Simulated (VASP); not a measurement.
Here is a VASP 6.6.1 calculation.

Contents of INCAR:

```
PREC = Accurate
ENCUT = 600
EDIFF = 1E-6
ISMEAR = -1
SIGMA = 0.1
LREAL = False
LASPH = True
NELM = 60
ALGO = Normal
ISIF = 3
LWAVE = False
LCHARG = False
GGA = PE
IBRION = 2
NSW = 60
EDIFFG = -0.005
PSTRESS = 3800.0
```

File KPOINTS:

```
regular mesh
0
Gamma
  19 19 18
```

File POSCAR:

```
Mo
1.0
    2.2692505045      0.0000000000      0.0000000000
   -1.1346252523      1.9652285845      0.0000000000
    0.0000000000      0.0000000000      2.1330954743
Mo
1
Direct
    0.0000000000      0.0000000000      0.0000000000
```

Potentials or basis: VASP PAW PBE potentials, release 64 (Mo_sv).

Run with:

```bash
$ cat potpaw_PBE.64/Mo_sv/POTCAR > POTCAR
$ mpirun -np 1 vasp_std > vasp.out
```

Problem. Estimate the space group after relaxing (to 0.1 Å).

Solution. P6/mmm (No. 191).

Problem. Estimate the band gap on the k mesh.

Solution. Zero (bands 7 and 8 overlap by 4.80 eV).

Problem. What does it give for the relaxed cell?

Solution. a = 2.281 Å, b = 2.281 Å, c = 2.109 Å, α = 90.00°, β = 90.00°, γ = 120.00°.

Problem. Estimate the relaxed volume.

Solution. 9.50 Å³/atom.

Final structure:
```
CELL_PARAMETERS angstrom
2.28064 0.00000 0.00000
-1.14032 1.97510 0.00000
0.00000 0.00000 2.10894
ATOMIC_POSITIONS crystal
Mo 0.00000 0.00000 0.00000
```

Caveat: the cell is relaxed towards a set pressure, so the run minimises the enthalpy, not the energy.
